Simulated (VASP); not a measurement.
Crystal: Mg2C3.

```
CELL_PARAMETERS angstrom
2.41550 -2.35000 0.00000
2.41550 2.35000 0.00000
-1.22707 0.00000 4.83328
ATOMIC_POSITIONS crystal
Mg 0.19130 0.19130 0.79890
Mg 0.80870 0.80870 0.20110
C 0.70110 0.70110 0.73850
C 0.29890 0.29890 0.26150
C 0.50000 0.50000 0.50000
```

| Property | Result |
| --- | --- |
| Program | VASP 6.6.1 |
| Task | relaxation of cell and atoms |
| Functional | LDA |
| Potentials or basis | VASP PAW LDA potentials, release 64 (Mg, C) |
| Cutoff | 600 eV |
| k mesh | 7 × 7 × 5 |
| Occupations | gaussian, width 0.02 eV |
| Spin | no spin polarisation |

At the start: pressure -7.6 GPa; volume 10.97 Å³/atom.

Question: How do energy, volume and symmetry change on relaxing?

Answer: Over 11 steps the energy falls by 14.8 meV/atom and the volume is 10.36 Å³/atom (-5.6 %); space group C2/m (No. 12, to 0.1 Å) before and after.

The path:
| step | energy change (eV) | largest force (eV/Å) | pressure (GPa) | volume (Å³) |
| --- | --- | --- | --- | --- |
| 1 | 0.0000 | 0.7351 | -7.59 | 54.87 |
| 2 | 0.1914 | 4.3394 | 11.62 | 50.84 |
| 3 | -0.0426 | 0.5366 | -2.60 | 53.60 |
| 4 | -0.0709 | 0.3272 | 0.43 | 51.46 |
| 5 | -0.0729 | 0.1552 | -0.24 | 51.88 |
| 6 | -0.0727 | 0.1830 | 0.97 | 51.61 |
| 7 | -0.0734 | 0.0112 | 0.32 | 51.75 |
| 8 | -0.0738 | 0.0354 | 0.10 | 51.75 |
| 9 | -0.0738 | 0.0317 | 0.12 | 51.75 |
| 10 | -0.0739 | 0.0372 | 0.12 | 51.80 |
| 11 | -0.0739 | 0.0238 | 0.12 | 51.79 |

Final structure:
```
Mg C
1.0
     2.36467   -2.29575    0.01120
     2.36467    2.29575    0.01120
    -1.17885    0.00000    4.76408
Mg C
2 3
Direct
  0.19103 0.19103 0.80021
  0.80897 0.80897 0.19979
  0.70076 0.70076 0.73748
  0.29924 0.29924 0.26252
  0.50000 0.50000 0.50000
```
